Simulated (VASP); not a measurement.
# SrMg2Bi2 (P-3m1) in VASP: further runs

Runs on SrMg2Bi2. Level: LDA. Tasks: single point.

Everything below comes from runs of VASP 6.6.1. Logs are shortened: lines on timing, memory, paths and dates and some standing lists are left out, and cuts for length are marked.

### Step 1. The cell of the first run

Symmetry: P-3m1, No. 164, trigonal system. Conventional cell: a = 4.830 Å, b = 4.830 Å, c = 7.983 Å, α = 90.00°, β = 90.00°, γ = 120.00°. Within 4.5 Å of Sr (site symmetry -3m) lie 6 Bi at 3.44 Å and 6 Mg at 4.09 Å. Mg (site symmetry 3m) has 4 Bi at 2.95 to 2.97 Å and 3 Mg at 3.43 Å within 3.9 Å. Within 3.9 Å of Bi (site symmetry 3m) lie 4 Mg at 2.95 to 2.97 Å and 3 Sr at 3.44 Å.

### Step 2. Single point, LDA

The input, INCAR:

```
SYSTEM = SrMg2Bi2
PREC     = Accurate       ! precision mode
ENCUT    = 520            ! plane-wave cutoff, eV
EDIFF    = 1E-6           ! SCF threshold, eV
ISMEAR   = 0              ! smearing method
SIGMA    = 0.03           ! smearing width, eV
LREAL    = .FALSE.        ! projectors in reciprocal space
LASPH    = .TRUE.         ! aspherical terms in the spheres
NELM     = 100            ! most SCF steps
ALGO     = Normal         ! electronic algorithm
ISIF     = 2              ! what is computed and relaxed
LWAVE    = .FALSE.        ! write WAVECAR
LCHARG   = .FALSE.        ! write CHGCAR
GGA      = CA             ! functional
NBANDS   = 30             ! bands
```

The input, KPOINTS:

```
Automatic mesh
0
G
  9 9 4
  0 0 0
```

The input, POSCAR:

```
SrMg2Bi2
1.0
    4.8297132900      0.0000000000      0.0000000000
   -2.4148566450      4.1826544022      0.0000000000
    0.0000000000      0.0000000000      7.9828881300
Sr Mg Bi
1 2 2
Direct
    0.0000000000      0.0000000000      0.0000000000
    0.6666666667      0.3333333333      0.3750441600
    0.3333333333      0.6666666667      0.6249558400
    0.6666666667      0.3333333333      0.7467348600
    0.3333333333      0.6666666667      0.2532651400
```

Potentials or basis: VASP PAW LDA potentials, release 64 (Sr_sv, Mg, Bi_d).

Command:

```sh
$ cat potpaw_LDA.64/Sr_sv/POTCAR potpaw_LDA.64/Mg/POTCAR potpaw_LDA.64/Bi_d/POTCAR > POTCAR
$ mpirun -np 1 vasp_std > vasp.out
```

OUTCAR:

```text
SYSTEM = SrMg2Bi2
   PREC = Accurate
   ENCUT = 520
   EDIFF = 1E-6
   ISMEAR = 0
   LREAL = .FALSE.
   LASPH = .TRUE.
   NELM = 100
   ISIF = 2
   GGA = CA

 ion  position               nearest neighbor table
   1  0.000  0.000  0.000-   4 3.44   5 3.44   4 3.44   5 3.44   4 3.44   5 3.44   2 4.09   3 4.09
                             3 4.09   2 4.09   2 4.09   3 4.09
   2  0.667  0.333  0.375-   5 2.95   5 2.95   5 2.95   4 2.97   3 3.43   3 3.43   3 3.43   1 4.09
                             1 4.09   1 4.09
   3  0.333  0.667  0.625-   4 2.95   4 2.95   4 2.95   5 2.97   2 3.43   2 3.43   2 3.43   1 4.09
                             1 4.09   1 4.09
   4  0.667  0.333  0.747-   3 2.95   3 2.95   3 2.95   2 2.97   1 3.44   1 3.44   1 3.44
   5  0.333  0.667  0.253-   2 2.95   2 2.95   2 2.95   3 2.97   1 3.44   1 3.44   1 3.44

  LATTYP: Found a hexagonal cell.
 ALAT       =     4.8297132900
 C/A-ratio  =     1.6528699843

  Lattice vectors:

 A1 = (   4.8297132900,   0.0000000000,   0.0000000000)
 A2 = (  -2.4148566450,   4.1826544022,   0.0000000000)
 A3 = (   0.0000000000,   0.0000000000,   7.9828881300)

Analysis of symmetry for initial positions (statically):
=====================================================================
 Subroutine PRICEL returns:
 Original cell was already a primitive cell.

 Routine SETGRP: Setting up the symmetry group for a
 hexagonal supercell.

 Subroutine GETGRP returns: Found 12 space group operations
 (whereof 12 operations were pure point group operations)
 out of a pool of 24 trial point group operations.

The static configuration has the point symmetry D_3d.

Analysis of symmetry for dynamics (positions and initial velocities):
=====================================================================
 Subroutine PRICEL returns:
 Original cell was already a primitive cell.

 Routine SETGRP: Setting up the symmetry group for a
 hexagonal supercell.

 Subroutine GETGRP returns: Found 12 space group operations
 (whereof 12 operations were pure point group operations)
 out of a pool of 24 trial point group operations.

The dynamic configuration has the point symmetry D_3d.

 Subroutine INISYM returns: Found 12 space group operations
 (whereof 12 operations are pure point group operations),
 and found     1 'primitive' translations

----------------------------------------------------------------------------------------

                                     Primitive cell

  volume of cell :     161.2625

  direct lattice vectors                    reciprocal lattice vectors
     4.829713290  0.000000000  0.000000000     0.207051628  0.119541313  0.000000000
[... 97 lines left out ...]
   NFREE  =      0    steps in history (QN), initial steepest desc. (CG)
   ISIF   =      2    stress and relaxation
   ISYM   =      2    0-nonsym 1-usesym 2-fastsym
   POTIM  = 0.5000    time-step for ionic-motion
   TEBEG  =    0.0;   TEEND  =   0.0 temperature during run
   PSTRESS=    0.0 pullay stress
   NELECT =      44.0000    total number of electrons
   NUPDOWN=      -1.0000    fix difference up-down
   EMIN   =  10.00;   EMAX   =-10.00  energy-range for DOS
   EFERMI =   0.00;   METHOD = LEGACY
   ISMEAR =     0;   SIGMA  =   0.03  broadening in eV -4-tet -1-fermi 0-gaus
   EFERMI_NEDOS =   21; number of points for ismear=-14 and -15
   IALGO  =     38    algorithm
   IMIX   =      4    mixing-type and parameters
     AMIX     =   0.40;   BMIX     =  1.00
     AMIX_MAG =   1.60;   BMIX_MAG =  1.00
  volume/ion in A,a.u.               =      32.25       217.65
  Fermi-wavevector in a.u.,A,eV,Ry     =   1.061813  2.006535 15.339838  1.127446
  Thomas-Fermi vector in A             =   2.197242
   LORBIT       =      0    0 simple, 1 ext, 2 COOP (PROOUT), +10 PAW based schemes
   GGA     = CA    functional components
   LHFCALC =     F    Hartree Fock is set to
   AEXX    =    0.0000 exact exchange contribution
   IVDW    =     0    specifies the selected vdW correction
   LEPSILON=     F    determine dielectric tensor
   LRPA    =     F    only Hartree local field effects (RPA)
 non-spin polarized calculation
 Gauss-broadening in eV      SIGMA  =   0.03
  energy-cutoff  :      520.00
  volume of cell :      161.26
 maximum number of plane-waves:      4365
   NGX = 17   NGY = 17   NGZ = 29

 number of electron      43.9999988 magnetization

 Free energy of the ion-electron system (eV)
  ---------------------------------------------------
  ext. energy  EPLUGINS =         0.00000000
  ---------------------------------------------------
  free energy    TOTEN  =       -17.99847524 eV

  energy without entropy =      -17.99847524  energy(sigma->0) =      -17.99847524

 E-fermi :   3.6863     XC(G=0):  -8.9005

 val. band max:        3.5446920939   @ k =   0.0000   0.0000   0.0000
 cond. band min:       3.9487995754   @ k =   0.0000   0.0000   0.0000
 fundamental gap:      0.4041074815
 Fermi energy:         3.6862817870

 k-point     1 :       0.0000    0.0000    0.0000
  band No.  band energies     occupation
      1     -32.0260      2.00000
      2     -18.2481      2.00000
      3     -18.2481      2.00000
      4     -18.2469      2.00000
      5     -18.2469      2.00000
      6     -18.2338      2.00000
[... 781 lines left out ...]
     29       7.7774      0.00000
     30       8.1457      0.00000

 [... further k-points ...]

------------------------ aborting loop because EDIFF is reached ----------------------------------------

  FORCE on cell =-STRESS in cart. coord.  units (eV):
  Direction    XX          YY          ZZ          XY          YZ          ZX
  --------------------------------------------------------------------------------------
  -------------------------------------------------------------------------------------
  Total       -2.3697523     -2.3697523     -2.3393636      0.0000000     -0.0000000      0.0000000
  in kB      -23.5439956    -23.5439956    -23.2420768      0.0000000     -0.0000000      0.0000000
  external PRESSURE =     -23.4433560 kB  Pullay stress =       0.0000000 kB

 VOLUME and BASIS-vectors are now :
 -----------------------------------------------------------------------------
  energy-cutoff  :      520.00
  volume of cell :      161.26
      direct lattice vectors                 reciprocal lattice vectors
     4.829713290  0.000000000  0.000000000     0.207051628  0.119541313  0.000000000
    -2.414856645  4.182654402  0.000000000     0.000000000  0.239082626  0.000000000
     0.000000000  0.000000000  7.982888130     0.000000000  0.000000000  0.125267946

 POSITION                                       TOTAL-FORCE (eV/Angst)
 -----------------------------------------------------------------------------------
      0.00000      0.00000      0.00000         0.000000      0.000000      0.000000
      2.41486      1.39422      2.99394         0.000000     -0.000000     -0.050914
     -0.00000      2.78844      4.98895         0.000000      0.000000      0.050914
      2.41486      1.39422      5.96110         0.000000      0.000000     -0.002127
     -0.00000      2.78844      2.02179        -0.000000     -0.000000      0.002127
 -----------------------------------------------------------------------------------
    total drift:                                0.000000     -0.000000      0.000000

  FREE ENERGIE OF THE ION-ELECTRON SYSTEM (eV)
  ---------------------------------------------------
  free  energy   TOTEN  =       -17.9984752362 eV

  energy  without entropy=      -17.9984752362  energy(sigma->0) =      -17.99847524
```

Wall time 1.9 min (1 thread of AMD EPYC 9R14 (Zen 4), shared host); peak memory 0.32 GiB.

What came out:

| Quantity | Value |
| --- | --- |
| Free energy | -17.9985 eV |
| Pressure | -2.3 GPa |
| Largest force | 0.051 eV/Å |
| Band gap on the k mesh | 0.40 eV, direct |

Forces in eV/Å, atoms in the order of the input:
```
Sr   0.000  0.000  0.000
Mg   0.000  0.000 -0.051
Mg   0.000  0.000  0.051
Bi   0.000  0.000 -0.002
Bi   0.000  0.000  0.002
```

Caveat: spin-orbit coupling is left out, which moves the levels of the heavy elements. A k mesh can miss the band edges.

### Step 3. Single point, LDA

The input, INCAR:

```
PREC     = Accurate       # precision mode
ENCUT    = 520            # plane-wave cutoff, eV
EDIFF    = 1E-6           # SCF threshold, eV
ISMEAR   = 0              # smearing method
SIGMA    = 0.03           # smearing width, eV
LREAL    = F              # projectors in reciprocal space
LASPH    = T              # aspherical terms in the spheres
NELM     = 100            # most SCF steps
ALGO     = Normal         # electronic algorithm
ISIF     = 2              # what is computed and relaxed
LWAVE    = F              # write WAVECAR
LCHARG   = F              # write CHGCAR
GGA      = CA             # functional
NBANDS   = 30             # bands
```

The input, KPOINTS:

```
Automatic mesh
0
Gamma
  9 9 6
```

POSCAR is that of step 2.

Potentials or basis: VASP PAW LDA potentials, release 64 (Sr_sv, Mg, Bi_d).

Command:

```sh
$ cat potpaw_LDA.64/Sr_sv/POTCAR potpaw_LDA.64/Mg/POTCAR potpaw_LDA.64/Bi_d/POTCAR > POTCAR
$ mpirun -np 1 vasp_std > vasp.out
```

Run time: 2.8 min. Hardware: 1 thread of AMD EPYC 9R14 (Zen 4), shared host; peak memory 0.4 GiB.

It converged, with:

| Item | Value |
| --- | --- |
| Free energy | -17.9989 eV |
| Pressure | -2.3 GPa |
| Largest force | 0.052 eV/Å |
| Band gap on the k mesh | 0.40 eV, direct |

Forces on the atoms (eV/Å):
```
Sr   0.000  0.000  0.000
Mg   0.000  0.000 -0.052
Mg   0.000  0.000  0.052
Bi   0.000  0.000 -0.002
Bi   0.000  0.000  0.002
```

Levels at points of the mesh, in eV from the valence-band top:
| k point | band 20 | band 21 | band 22 | band 23 | band 24 | band 25 |
| --- | --- | --- | --- | --- | --- | --- |
| (0.00, 0.00, 0.00) | -0.02 | 0.00 | 0.00 | 0.40 | 0.90 | 2.26 |
| (0.00, 0.00, 0.50) | -0.71 | -0.52 | -0.52 | 0.95 | 1.67 | 2.50 |

Caveat: spin-orbit coupling is left out, which moves the levels of the heavy elements. A k mesh can miss the band edges.
